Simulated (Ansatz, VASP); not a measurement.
**Cd2As: VASP beside Ansatz**

```
Cd As
1.0
     4.52708    0.00000    0.00000
     0.00000    4.52708    0.00000
     0.00000    0.00000    7.38894
Cd As
4 2
Direct
  0.00000 0.50000 0.24997
  0.00000 0.50000 0.74997
  0.50000 0.00000 0.25003
  0.50000 0.00000 0.75003
  0.00000 0.00000 0.00000
  0.50000 0.50000 0.50000
```

Alike in both runs: functional PBE; k mesh 8 × 8 × 6; occupations gaussian, width 0.1 eV; no spin polarisation.

Ansatz relaxed the structure, and its values are those at the end. VASP's run is a single point on that final structure, the one shown.

|  | VASP | Ansatz |
| --- | --- | --- |
| version | VASP 6.6.1 | Ansatz 0.2.0 |
| potentials or method | VASP PAW PBE potentials, release 64 (Cd, As), cutoff 520 eV | scalar-relativistic, plane waves, PAW |
| valence electrons in the cell | 58 | 110 |

|  | VASP | Ansatz | Ansatz less VASP |
| --- | --- | --- | --- |
| gap on the k mesh at the Fermi level (eV) | none | none | - |
| pressure (GPa) | 0.3 | 0.0 | -0.26 |

A gap of «none» marks a metal or a gap that the smearing closes. VASP's potentials hold 58 valence electrons a cell and Ansatz's 110, so a difference there can come from the potentials and not from the codes.
